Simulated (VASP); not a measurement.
# AgCl (Pm-3m) in VASP: settings compared

Aim: see how the results for AgCl move with the level of theory and the settings. Levels: PBE, r2SCAN. Tasks: single point.

Program: VASP 6.6.1. These are calculated values, not measurements. Logs are shortened: lines on timing, memory, paths and dates and some standing lists are left out, and cuts for length are marked.

## 1. The cell of the first run

It takes space group Pm-3m (No. 221, cubic). The conventional cell has a = 3.465 Å, b = 3.465 Å, c = 3.465 Å, α = 90.00°, β = 90.00°, γ = 90.00°. Ag (site symmetry m-3m) has 8 Cl at 3.00 Å and 6 Ag at 3.46 Å within 4.0 Å. Within 4.0 Å of Cl (site symmetry m-3m) lie 8 Ag at 3.00 Å and 6 Cl at 3.46 Å.

## 2. Single point, PBE (20.80 Å³/atom)

File INCAR:

```
  ALGO = Normal
  EDIFF = 1E-6
  ENCUT = 520
  GGA = PE
  ISIF = 2
  ISMEAR = 0
  LASPH = True
  LCHARG = True
  LELF = True
  LREAL = False
  LVHAR = True
  LWAVE = False
  NBANDS = 16
  NELM = 80
  PREC = Accurate
  SIGMA = 0.01
```

File KPOINTS:

```
k-points
0
Gamma
  6 6 6
```

File POSCAR:

```
AgCl
1.0
    3.4648134512      0.0000000000      0.0000000000
    0.0000000000      3.4648134512      0.0000000000
    0.0000000000      0.0000000000      3.4648134512
Ag Cl
1 1
Direct
    0.0000000000      0.0000000000      0.0000000000
    0.5000000000      0.5000000000      0.5000000000
```

Potentials or basis: VASP PAW PBE potentials, release 64 (Ag, Cl).

The run is started by

```sh
$ cat potpaw_PBE.64/Ag/POTCAR potpaw_PBE.64/Cl/POTCAR > POTCAR
$ mpirun -np 1 vasp_std > vasp.out
```

OUTCAR:

```text
EDIFF = 1E-6
   ENCUT = 520
   GGA = PE
   ISIF = 2
   ISMEAR = 0
   LASPH = True
   LREAL = False
   NELM = 80
   PREC = Accurate

 ion  position               nearest neighbor table
   1  0.000  0.000  0.000-   2 3.00   2 3.00   2 3.00   2 3.00   2 3.00   2 3.00   2 3.00   2 3.00

   2  0.500  0.500  0.500-   1 3.00   1 3.00   1 3.00   1 3.00   1 3.00   1 3.00   1 3.00   1 3.00

  LATTYP: Found a simple cubic cell.
 ALAT       =     3.4648134512

  Lattice vectors:

 A1 = (   3.4648134512,   0.0000000000,   0.0000000000)
 A2 = (   0.0000000000,   3.4648134512,   0.0000000000)
 A3 = (   0.0000000000,   0.0000000000,   3.4648134512)

Analysis of symmetry for initial positions (statically):
=====================================================================
 Subroutine PRICEL returns:
 Original cell was already a primitive cell.

 Routine SETGRP: Setting up the symmetry group for a
 simple cubic supercell.

 Subroutine GETGRP returns: Found 48 space group operations
 (whereof 48 operations were pure point group operations)
 out of a pool of 48 trial point group operations.

The static configuration has the point symmetry O_h .

Analysis of symmetry for dynamics (positions and initial velocities):
=====================================================================
 Subroutine PRICEL returns:
 Original cell was already a primitive cell.

 Routine SETGRP: Setting up the symmetry group for a
 simple cubic supercell.

 Subroutine GETGRP returns: Found 48 space group operations
 (whereof 48 operations were pure point group operations)
 out of a pool of 48 trial point group operations.

The dynamic configuration has the point symmetry O_h .

 Subroutine INISYM returns: Found 48 space group operations
 (whereof 48 operations are pure point group operations),
 and found     1 'primitive' translations

----------------------------------------------------------------------------------------

                                     Primitive cell

  volume of cell :      41.5949

  direct lattice vectors                    reciprocal lattice vectors
     3.464813451  0.000000000  0.000000000     0.288615827  0.000000000  0.000000000
     0.000000000  3.464813451  0.000000000     0.000000000  0.288615827  0.000000000
     0.000000000  0.000000000  3.464813451     0.000000000  0.000000000  0.288615827

  length of vectors
     3.464813451  3.464813451  3.464813451     0.288615827  0.288615827  0.288615827

  position of ions in fractional coordinates (direct lattice)
     0.000000000  0.000000000  0.000000000
     0.500000000  0.500000000  0.500000000

  ion indices of the primitive-cell ions
   primitive index   ion index
                 1           1
                 2           2

----------------------------------------------------------------------------------------

 KPOINTS: k-points

Automatic generation of k-mesh.
 Grid dimensions read from file:
 generate k-points for:    6    6    6

 Generating k-lattice:

  Cartesian coordinates                     Fractional coordinates (reciprocal lattice)
     0.048102638  0.000000000  0.000000000     0.166666667  0.000000000  0.000000000
     0.000000000  0.048102638  0.000000000     0.000000000  0.166666667  0.000000000
     0.000000000  0.000000000  0.048102638     0.000000000  0.000000000  0.166666667

  Length of vectors
     0.048102638  0.048102638  0.048102638

  Shift w.r.t. Gamma in fractional coordinates (k-lattice)
     0.000000000  0.000000000  0.000000000

 Subroutine IBZKPT returns following result:
 ===========================================

 Found     20 irreducible k-points:

 Following reciprocal coordinates:
            Coordinates               Weight
  0.000000  0.000000  0.000000      1.000000
  0.166667  0.000000  0.000000      6.000000
  0.333333  0.000000  0.000000      6.000000
  0.500000  0.000000  0.000000      3.000000
  0.166667  0.166667  0.000000     12.000000
  0.333333  0.166667  0.000000     24.000000
[... 12 lines left out ...]
  0.500000  0.500000  0.333333      6.000000
  0.500000  0.500000  0.500000      1.000000
   k-points           NKPTS =     20   k-points in BZ     NKDIM =     20   number of bands    NBANDS=     16
   number of dos      NEDOS =    301   number of ions     NIONS =      2
   total plane-waves  NPLWV =  21952
   dimension x,y,z NGX =    28 NGY =   28 NGZ =   28
   dimension x,y,z NGXF=    56 NGYF=   56 NGZF=   56
   ions per type =               1   1
   NGX,Y,Z   is equivalent  to a cutoff of  13.43, 13.43, 13.43 a.u.
   NGXF,Y,Z  is equivalent  to a cutoff of  26.87, 26.87, 26.87 a.u.
 SYSTEM =  unknown system
   PREC   = accura    normal or accurate (medium, high low for compatibility)
   ISTART =      0    job   : 0-new  1-cont  2-samecut
   ICHARG =      2    charge: 1-file 2-atom 10-const
   ISPIN  =      1    spin polarized calculation?
   LNONCOLLINEAR =      F non collinear calculations
   LSORBIT =      F    spin-orbit coupling
   LASPH  =      T    aspherical Exc in radial PAW
   ENCUT  =  520.0 eV  38.22 Ry    6.18 a.u.   6.44  6.44  6.44*2*pi/ulx,y,z
   NELM   =     80;   NELMIN=  2; NELMDL= -5     # of ELM steps
   EDIFF  = 0.1E-05   stopping-criterion for ELM
   LREAL  =      F    real-space projection
   EDIFFG = 0.1E-04   stopping-criterion for IOM
   NSW    =      0    number of steps for IOM
   IBRION =     -1    ionic relax: 0-MD 1-quasi-New 2-CG
   NFREE  =      0    steps in history (QN), initial steepest desc. (CG)
   ISIF   =      2    stress and relaxation
   ISYM   =      2    0-nonsym 1-usesym 2-fastsym
   POTIM  = 0.5000    time-step for ionic-motion
   TEBEG  =    0.0;   TEEND  =   0.0 temperature during run
   PSTRESS=    0.0 pullay stress
   NELECT =      18.0000    total number of electrons
   NUPDOWN=      -1.0000    fix difference up-down
   EMIN   =  10.00;   EMAX   =-10.00  energy-range for DOS
   EFERMI =   0.00;   METHOD = LEGACY
   ISMEAR =     0;   SIGMA  =   0.01  broadening in eV -4-tet -1-fermi 0-gaus
   EFERMI_NEDOS =   21; number of points for ismear=-14 and -15
   IALGO  =     38    algorithm
   IMIX   =      4    mixing-type and parameters
     AMIX     =   0.40;   BMIX     =  1.00
     AMIX_MAG =   1.60;   BMIX_MAG =  1.00
  volume/ion in A,a.u.               =      20.80       140.35
  Fermi-wavevector in a.u.,A,eV,Ry     =   1.238281  2.340011 20.862349  1.533339
  Thomas-Fermi vector in A             =   2.372813
   LORBIT       =      0    0 simple, 1 ext, 2 COOP (PROOUT), +10 PAW based schemes
   GGA     = PE    functional components
   LHFCALC =     F    Hartree Fock is set to
   AEXX    =    0.0000 exact exchange contribution
   IVDW    =     0    specifies the selected vdW correction
   LEPSILON=     F    determine dielectric tensor
   LRPA    =     F    only Hartree local field effects (RPA)
 non-spin polarized calculation
 Gauss-broadening in eV      SIGMA  =   0.01
  energy-cutoff  :      520.00
  volume of cell :       41.59
 maximum number of plane-waves:      1141
 NGX is ok and might be reduce to    28
   NGX = 13   NGY = 13   NGZ = 13

 number of electron      18.0000001 magnetization

 Free energy of the ion-electron system (eV)
  ---------------------------------------------------
  ext. energy  EPLUGINS =         0.00000000
  ---------------------------------------------------
  free energy    TOTEN  =        -5.11502538 eV

  energy without entropy =       -5.11502538  energy(sigma->0) =       -5.11502538

 E-fermi :   3.6089     XC(G=0): -10.2420

 val. band max:        3.5597015757   @ k =   0.5000   0.0000   0.0000
 cond. band min:       4.1274747503   @ k =   0.0000   0.0000   0.0000
 fundamental gap:      0.5677731746
 Fermi energy:         3.6088687274

 k-point     1 :       0.0000    0.0000    0.0000
  band No.  band energies     occupation
      1     -10.8464      2.00000
      2       0.9474      2.00000
      3       0.9474      2.00000
      4       1.8319      2.00000
      5       1.8319      2.00000
      6       1.8319      2.00000
[... 8 lines left out ...]
     15      17.0169      0.00000
     16      19.8877      0.00000

 k-point     2 :       0.1667    0.0000    0.0000
  band No.  band energies     occupation
      1     -10.7465      2.00000
      2       0.5085      2.00000
      3       0.9802      2.00000
      4       1.3652      2.00000
      5       1.3652      2.00000
      6       1.6548      2.00000
[... 8 lines left out ...]
     15      16.6798      0.00000
     16      19.7947      0.00000

 k-point     3 :       0.3333    0.0000    0.0000
  band No.  band energies     occupation
      1     -10.5319      2.00000
      2      -0.7069      2.00000
      3       0.9657      2.00000
      4       0.9657      2.00000
      5       1.0471      2.00000
      6       1.8667      2.00000
[... 8 lines left out ...]
     15      18.5419      0.00000
     16      19.6112      0.00000

 k-point     4 :       0.5000    0.0000    0.0000
  band No.  band energies     occupation
      1     -10.4160      2.00000
      2      -1.2306      2.00000
      3       0.8234      2.00000
      4       0.8234      2.00000
      5       1.0812      2.00000
      6       1.8784      2.00000
[... 8 lines left out ...]
     15      19.1734      0.00000
     16      19.5207      0.00000
[... 248 lines left out ...]
 k-point    18 :       0.5000    0.3333    0.3333
  band No.  band energies     occupation
      1      -9.9724      2.00000
      2      -0.3881      2.00000
      3      -0.2426      2.00000
      4       0.2032      2.00000
      5       1.7877      2.00000
      6       1.9298      2.00000
[... 8 lines left out ...]
     15      17.8550      0.00000
     16      19.5254      0.00000

 k-point    19 :       0.5000    0.5000    0.3333
  band No.  band energies     occupation
      1      -9.8873      2.00000
      2      -0.4290      2.00000
      3      -0.4290      2.00000
      4      -0.1434      2.00000
      5       1.8763      2.00000
      6       2.1225      2.00000
[... 8 lines left out ...]
     15      20.0371      0.00000
     16      20.0371      0.00000

 k-point    20 :       0.5000    0.5000    0.5000
  band No.  band energies     occupation
      1      -9.7977      2.00000
      2      -0.5552      2.00000
      3      -0.5552      2.00000
      4      -0.5552      2.00000
      5       2.1266      2.00000
      6       2.1266      2.00000
[... 8 lines left out ...]
     15      20.7300      0.00000
     16      20.7300      0.00000

------------------------ aborting loop because EDIFF is reached ----------------------------------------

  FORCE on cell =-STRESS in cart. coord.  units (eV):
  Direction    XX          YY          ZZ          XY          YZ          ZX
  --------------------------------------------------------------------------------------
  -------------------------------------------------------------------------------------
  Total       -0.3608442     -0.3608442     -0.3608442     -0.0000000     -0.0000000      0.0000000
  in kB      -13.8992312    -13.8992312    -13.8992312     -0.0000000     -0.0000000      0.0000000
  external PRESSURE =     -13.8992312 kB  Pullay stress =       0.0000000 kB

 VOLUME and BASIS-vectors are now :
 -----------------------------------------------------------------------------
  energy-cutoff  :      520.00
  volume of cell :       41.59
      direct lattice vectors                 reciprocal lattice vectors
     3.464813451  0.000000000  0.000000000     0.288615827  0.000000000  0.000000000
     0.000000000  3.464813451  0.000000000     0.000000000  0.288615827  0.000000000
     0.000000000  0.000000000  3.464813451     0.000000000  0.000000000  0.288615827

 POSITION                                       TOTAL-FORCE (eV/Angst)
 -----------------------------------------------------------------------------------
      0.00000      0.00000      0.00000         0.000000      0.000000      0.000000
      1.73241      1.73241      1.73241         0.000000      0.000000      0.000000
 -----------------------------------------------------------------------------------
    total drift:                               -0.000000      0.000000      0.000000

  FREE ENERGIE OF THE ION-ELECTRON SYSTEM (eV)
  ---------------------------------------------------
  free  energy   TOTEN  =        -5.1150253807 eV

  energy  without entropy=       -5.1150253807  energy(sigma->0) =       -5.11502538
```

Wall time 22 s (1 thread of Intel Xeon 8259CL, shared host); peak memory 0.16 GiB.

Results:

```yaml
Free_energy: -5.1150 eV
Pressure: -1.4 GPa
Band_gap_on_the_k_mesh: 0.57 eV (least direct gap 1.98 eV)
```

A k mesh can miss the band edges.

## 3. Single point, PBE (21.40 Å³/atom)

This run uses another cell than the first one, of 21.40 Å³/atom.

File INCAR:

```
PREC = Accurate
ENCUT = 520
EDIFF = 1E-6
ISMEAR = 0
SIGMA = 0.01
LREAL = F
LASPH = T
NELM = 80
ALGO = Normal
ISIF = 2
LWAVE = F
LCHARG = F
GGA = PE
NBANDS = 16
```

File KPOINTS:

```
regular mesh
0
Gamma
  6 6 6
```

File POSCAR:

```
AgCl
1.0
    3.4981310090      0.0000000000      0.0000000000
    0.0000000000      3.4981310090      0.0000000000
    0.0000000000      0.0000000000      3.4981310090
Ag Cl
1 1
Direct
    0.0000000000      0.0000000000      0.0000000000
    0.5000000000      0.5000000000      0.5000000000
```

Potentials or basis: VASP PAW PBE potentials, release 64 (Ag, Cl).

The run is started by

```sh
$ cat potpaw_PBE.64/Ag/POTCAR potpaw_PBE.64/Cl/POTCAR > POTCAR
$ mpirun -np 1 vasp_std > vasp.out
```

Wall time 21 s (1 thread of Intel Xeon 8259CL, shared host); peak memory 0.16 GiB.

Results (log left out):

```
Free energy            : -5.1009 eV
Pressure               : -2.4 GPa
Band gap on the k mesh : 0.57 eV (least direct gap 1.89 eV)
```

Levels at points of the mesh, in eV from the valence-band top:
| k point | band 6 | band 7 | band 8 | band 9 | band 10 | band 11 | band 12 | band 13 |
| --- | --- | --- | --- | --- | --- | --- | --- | --- |
| (0.00, 0.00, 0.00) | -1.68 | -1.33 | -1.33 | -1.33 | 0.57 | 9.50 | 9.50 | 13.25 |
| (0.50, 0.00, 0.00) | -1.64 | -1.35 | 0.00 | 0.00 | 4.90 | 5.25 | 9.61 | 10.02 |
| (0.50, 0.50, 0.00) | -1.93 | -1.93 | -1.42 | -0.76 | 2.84 | 8.72 | 8.72 | 10.56 |
| (0.50, 0.50, 0.50) | -1.40 | -0.18 | -0.18 | -0.18 | 4.97 | 4.97 | 4.97 | 6.48 |

A k mesh can miss the band edges.

## 4. Single point, r2SCAN (18.40 Å³/atom)

This run uses another cell than the first one, of 18.40 Å³/atom.

File POSCAR:

```
AgCl
1.0
    3.3262708732      0.0000000000      0.0000000000
    0.0000000000      3.3262708732      0.0000000000
    0.0000000000      0.0000000000      3.3262708732
Ag Cl
1 1
Direct
    0.0000000000      0.0000000000      0.0000000000
    0.5000000000      0.5000000000      0.5000000000
```

File INCAR.step1:

```
PREC = Accurate
ENCUT = 520
ISMEAR = 0
SIGMA = 0.01
LREAL = False
LASPH = True
NELM = 80
NBANDS = 16
GGA = PE
ALGO = Normal
EDIFF = 1E-4
LWAVE = True
LCHARG = False
```

File INCAR.step2:

```
PREC = Accurate
ENCUT = 520
EDIFF = 1E-6
ISMEAR = 0
SIGMA = 0.01
LREAL = False
LASPH = True
NELM = 80
ALGO = Normal
ISIF = 2
LWAVE = False
LCHARG = False
METAGGA = R2SCAN
LMIXTAU = True
NBANDS = 16
ISTART = 1
```

File KPOINTS:

```
Automatic mesh
0
Gamma
  6 6 6
```

The run is started by

```sh
$ cat potpaw_PBE.64/Ag/POTCAR potpaw_PBE.64/Cl/POTCAR > POTCAR
$ cp INCAR.step1 INCAR
$ mpirun -np 1 vasp_std > vasp.out
$ cp INCAR.step2 INCAR
$ mpirun -np 1 vasp_std > vasp.out
```

Run time: 1.7 min. Hardware: 1 thread of Intel Xeon 8259CL, shared host; peak memory 0.17 GiB.

Results (log left out):

```
Free energy            : -28.3705 eV
Pressure               : 4.0 GPa
Band gap on the k mesh : 1.24 eV (least direct gap 3.13 eV)
```

Levels at points of the mesh, in eV from the valence-band top:
| k point | band 7 | band 8 | band 9 | band 10 | band 11 | band 12 |
| --- | --- | --- | --- | --- | --- | --- |
| (0.00, 0.00, 0.00) | -1.89 | -1.89 | -1.89 | 1.24 | 9.89 | 9.89 |
| (0.50, 0.00, 0.00) | -1.58 | 0.00 | 0.00 | 5.68 | 6.59 | 9.68 |
| (0.50, 0.50, 0.00) | -2.29 | -1.63 | -1.16 | 3.22 | 10.13 | 10.13 |
| (0.50, 0.50, 0.50) | -0.16 | -0.16 | -0.16 | 5.06 | 5.06 | 5.06 |

Caveat: the cell stands under pressure; the PAW data sets were made with another functional, which shifts forces and pressure a little.

## 5. Single point, r2SCAN (18.99 Å³/atom)

This run uses another cell than the first one, of 18.99 Å³/atom.

File POSCAR:

```
AgCl
1.0
    3.3612868240      0.0000000000      0.0000000000
    0.0000000000      3.3612868240      0.0000000000
    0.0000000000      0.0000000000      3.3612868240
Ag Cl
1 1
Direct
    0.0000000000      0.0000000000      0.0000000000
    0.5000000000      0.5000000000      0.5000000000
```

File INCAR.step1:

```
SYSTEM = AgCl
PREC = Accurate
ENCUT = 520
ISMEAR = 0
SIGMA = 0.01
LREAL = .FALSE.
LASPH = .TRUE.
NELM = 80
NBANDS = 16
GGA = PE
ALGO = Normal
EDIFF = 1E-4
LWAVE = .TRUE.
LCHARG = .FALSE.
```

File INCAR.step2:

```
SYSTEM = AgCl
PREC = Accurate
ENCUT = 520
EDIFF = 1E-7
ISMEAR = 0
SIGMA = 0.01
LREAL = .FALSE.
LASPH = .TRUE.
NELM = 80
ALGO = Normal
ISIF = 2
LWAVE = .FALSE.
LCHARG = .TRUE.
METAGGA = R2SCAN
LMIXTAU = .TRUE.
LELF = .TRUE.
LVHAR = .TRUE.
NBANDS = 16
ISTART = 1
```

File KPOINTS:

```
regular mesh
0
G
  6 6 6
  0 0 0
```

The run is started by

```sh
$ cat potpaw_PBE.64/Ag/POTCAR potpaw_PBE.64/Cl/POTCAR > POTCAR
$ cp INCAR.step1 INCAR
$ mpirun -np 1 vasp_std > vasp.out
$ cp INCAR.step2 INCAR
$ mpirun -np 1 vasp_std > vasp.out
```

Wall time 92 s (1 thread of Intel Xeon 8259CL, shared host); peak memory 0.16 GiB.

Results (log left out):

```yaml
Free_energy: -28.3923 eV
Pressure: 1.8 GPa
Band_gap_on_the_k_mesh: 1.21 eV (least direct gap 2.99 eV)
```

Levels at points of the mesh, in eV from the valence-band top:
```tsv
k point	band 6	band 7	band 8	band 9	band 10	band 11	band 12	band 13
(0.00, 0.00, 0.00)	-1.92	-1.78	-1.78	-1.78	1.21	9.93	9.93	15.16
(0.50, 0.00, 0.00)	-1.85	-1.52	0.00	0.00	5.66	6.42	9.81	10.69
(0.50, 0.50, 0.00)	-2.24	-2.21	-1.58	-1.08	3.25	9.99	9.99	11.36
(0.50, 0.50, 0.50)	-1.56	-0.16	-0.16	-0.16	5.17	5.17	5.17	7.77
```

Caveat: the PAW data sets were made with another functional, which shifts forces and pressure a little. A k mesh can miss the band edges.

## 6. The runs side by side

| level | cell | gap on the mesh (eV) | pressure (GPa) |
| --- | --- | --- | --- |
| PBE | a = 3.465 Å, 2 atoms | 0.57 | -1.4 |
| PBE | a = 3.498 Å, 2 atoms | 0.57 | -2.4 |
| r2SCAN | a = 3.326 Å, 2 atoms | 1.24 | 4.0 |
| r2SCAN | a = 3.361 Å, 2 atoms | 1.21 | 1.8 |

Alike in all rows: task single point; potentials or basis VASP PAW PBE potentials, release 64 (Ag, Cl); no spin polarisation; k mesh 6 × 6 × 6; cutoff (eV) 520; smearing gaussian 0.01 eV.

Caveats: the PAW data sets were made with another functional, which shifts forces and pressure a little (at least some runs); the cell stands under pressure (at least some runs).

Absolute energies hang on the potentials; compare differences alone.
